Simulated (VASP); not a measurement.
Input of a VASP 6.6.1 run:

File INCAR:

```
SYSTEM = AlN
ALGO = Normal
EDIFF = 1E-7
ENCUT = 520
GGA = PE
ISIF = 2
ISMEAR = 0
LASPH = .TRUE.
LCHARG = .TRUE.
LELF = .TRUE.
LREAL = .FALSE.
LVHAR = .TRUE.
LWAVE = .FALSE.
NBANDS = 11
NELM = 80
PREC = Accurate
SIGMA = 0.05
```

KPOINTS

```
k-points
0
G
  10 10 10
  0 0 0
```

The input POSCAR:

```
AlN
1.0
    0.0000000000      2.1660714244      2.2743749957
    2.1660714244      0.0000000000      2.2743749957
    2.1660714244      2.1660714244      0.0000000000
Al N
1 1
Direct
    0.0000000000      0.0000000000      0.0000000000
    0.7500000000      0.7500000000      0.7500000000
```

Potentials or basis: VASP PAW PBE potentials, release 64 (Al, N).

Run with:

```bash
$ cat potpaw_PBE.64/Al/POTCAR potpaw_PBE.64/N/POTCAR > POTCAR
$ mpirun -np 1 vasp_std > vasp.out
```

Problem. Predict the pressure.

Solution. -0.4 GPa.

Problem. Estimate the band gap on the k mesh.

Solution. 3.15 eV, indirect (least direct gap 3.89 eV).

Stress tensor (GPa, compression positive):
```
 2.08  0.00  0.00
 0.00  2.08  0.00
 0.00  0.00 -5.48
```

 A k mesh can miss the band edges.
